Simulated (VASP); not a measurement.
Write the native input for VASP 6.6.1 that does the following.

* Task: relaxation of cell and atoms
* Functional: PBEsol
* Potentials or basis: VASP PAW PBE potentials, release 64 (Cu, Zn)
* Cutoff: 600 eV
* k mesh: 12 × 12 × 10
* Occupations: gaussian, width 0.1 eV
* Spin: no spin polarisation
* Dipole correction: no
* Further INCAR settings: ALGO = Normal; EDIFF = 1e-07; IBRION = 2; EDIFFG = -0.01; NSW = 80; ISIF = 3

The structure of ZnCu lies in POSCAR:

```
ZnCu
1.0
    3.7718852051      0.0000000000      0.0000000000
   -1.8859426026      3.2665484078      0.0000000000
    0.0000000000      0.0000000000      4.7904485649
Cu Zn
2 2
Direct
    0.0000000000      0.0000000000      0.0000000000
    0.0000000000      0.0000000000      0.5000000000
    0.3333333333      0.6666666667      0.2500000000
    0.6666666667      0.3333333333      0.7500000000
```

The input as run:

INCAR

```
  PREC = Accurate
  ENCUT = 600
  EDIFF = 1E-7
  ISMEAR = 0
  SIGMA = 0.1
  LREAL = F
  LASPH = T
  NELM = 120
  ALGO = Normal
  ISIF = 3
  LWAVE = F
  LCHARG = F
  GGA = PS
  IBRION = 2
  NSW = 80
  EDIFFG = -0.01
  GGA_COMPAT = F
  NELMIN = 4
```

KPOINTS

```
Automatic mesh
0
Gamma
  12 12 10
```

Potentials or basis: VASP PAW PBE potentials, release 64 (Cu, Zn).

Command:

```bash
$ cat potpaw_PBE.64/Cu/POTCAR potpaw_PBE.64/Zn/POTCAR > POTCAR
$ mpirun -np 1 vasp_std > vasp.out
```

Results of the run:

```
Relaxed volume                        : 14.84 Å³/atom
Relaxed cell                          : a = 3.778 Å, b = 3.778 Å, c = 4.801 Å, α = 90.00°, β = 90.00°, γ = 120.00°
Space group after relaxing (to 0.1 Å) : P6_3/mmc (No. 194)
Energy gained by relaxing             : 0.1 meV/atom
Ionic steps                           : 3
Pressure after relaxing               : 0.0 GPa
Band gap on the k mesh                : zero (bands 23 and 24 overlap by 8.03 eV)
```

Caveat: the PAW data sets were made with another functional, which shifts forces and pressure a little.

Run time: 4.2 min on 1 thread of Intel(R) Xeon(R) 6975P-C (Granite Rapids), on a shared host, peak memory 0.33 GiB.
